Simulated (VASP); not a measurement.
Crystal: Mg.

```
Mg
1.0
     3.20930    0.00000    0.00000
    -1.60465    2.77934    0.00000
     0.00000    0.00000    5.21030
Mg
2
Direct
  0.66667 0.33333 0.75000
  0.33333 0.66667 0.25000
```

```yaml
Program: VASP 6.6.1
Task: relaxation of cell and atoms
Functional: BLYP
Potentials_or_basis: VASP PAW PBE potentials, release 64 (Mg)
Cutoff: 600 eV
k_mesh: 10 × 10 × 5
Occupations: fermi-dirac, width 0.05 eV
Spin: no spin polarisation
```

At the start: pressure 0.4 GPa; volume 23.24 Å³/atom.

Problem. Where does the relaxation end?

Solution. Over 8 steps the energy falls by 3.6 meV/atom and the volume is 23.54 Å³/atom (+1.3 %); space group P6_3/mmc (No. 194, to 0.1 Å) before and after.

The path:
| step | energy change (eV) | largest force (eV/Å) | pressure (GPa) | volume (Å³) |
| --- | --- | --- | --- | --- |
| 1 | 0.0000 | 0.0000 | 0.36 | 46.47 |
| 2 | -0.0032 | 0.0000 | 0.12 | 46.83 |
| 3 | -0.0057 | 0.0000 | -0.53 | 47.87 |
| 4 | -0.0060 | 0.0000 | -0.40 | 47.63 |
| 5 | -0.0071 | 0.0000 | -0.12 | 47.24 |
| 6 | -0.0071 | 0.0000 | -0.08 | 47.18 |
| 7 | -0.0071 | 0.0000 | -0.09 | 47.19 |
| 8 | -0.0071 | 0.0000 | -0.03 | 47.09 |

Final structure:
```yaml
crystal:
  lattice:
    - [3.17910, 0.00000, 0.00000]
    - [-1.58955, 2.75319, 0.00000]
    - [0.00000, 0.00000, 5.37980]
  atoms:
    - { symbol: Mg, position: [0.66667, 0.33333, 0.75000] }
    - { symbol: Mg, position: [0.33333, 0.66667, 0.25000] }
```

Caveat: the PAW data sets were made with another functional, which shifts forces and pressure a little.
